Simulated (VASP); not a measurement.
Write the native input for VASP 6.6.1 that does the following.

| Property | Result |
| --- | --- |
| Task | single point |
| Functional | PBEsol |
| Potentials or basis | VASP PAW PBE potentials, release 64 (Ni) |
| Cutoff | 520 eV |
| k mesh | 13 × 13 × 13 |
| Occupations | fermi-dirac, width 0.05 eV |
| Spin | collinear spin, ferromagnetic start |
| Starting moments | [-0.545, -0.545] μB |
| Dipole correction | no |
| Further INCAR settings | ALGO = Normal; EDIFF = 1e-07; NBANDS = 21 |

The structure of Ni lies in POSCAR:

```
Ni
1.0
    2.6338933976      0.0000000000      0.0000000000
    0.0000000000      2.6338933976      0.0000000000
    0.0000000000      0.0000000000      2.6338933976
Ni
2
Direct
    0.0000000000      0.0000000000      0.0000000000
    0.5000000000      0.5000000000      0.5000000000
```

This cell differs from its parent crystal: volume scaled by 0.88.

The input as run:

INCAR

```
SYSTEM = Ni
ALGO     = Normal         ! electronic algorithm
EDIFF    = 1E-7           ! SCF threshold, eV
ENCUT    = 520            ! plane-wave cutoff, eV
GGA      = PS             ! functional
ISIF     = 2              ! what is computed and relaxed
ISMEAR   = -1             ! smearing method
ISPIN    = 2              ! spin polarisation
LASPH    = .True.         ! aspherical terms in the spheres
LCHARG   = .True.         ! write CHGCAR
LELF     = .True.         ! ELF
LMAXMIX  = 4              ! l up to which the mixer works
LORBIT   = 11             ! projections on sites
LREAL    = .False.        ! projectors in reciprocal space
LVHAR    = .True.       
LWAVE    = .False.        ! write WAVECAR
MAGMOM   = -0.545 -0.545  ! initial moments
NBANDS   = 21             ! bands
NELM     = 150            ! most SCF steps
PREC     = Accurate       ! precision mode
SIGMA    = 0.05           ! smearing width, eV
```

KPOINTS

```
k-points
0
Gamma
  13 13 13
  0 0 0
```

Potentials or basis: VASP PAW PBE potentials, release 64 (Ni).

Command:

```console
$ cat potpaw_PBE.64/Ni/POTCAR > POTCAR
$ mpirun -np 1 vasp_std > vasp.out
```

Results of the run:

The pressure is 39.6 GPa. The band gap on the k mesh is zero (filled and empty bands overlap), the net moment is 0.00 μB per cell and the valence electrons inside the program's atomic spheres are Ni 9.69.

Caveat: the PAW data sets were made with another functional, which shifts forces and pressure a little.

Run time: 72 s on 1 thread of Intel(R) Xeon(R) Platinum 8259CL CPU @ 2.50GHz (Skylake/Cascade Lake), with other jobs on the host, peak memory 0.16 GiB.
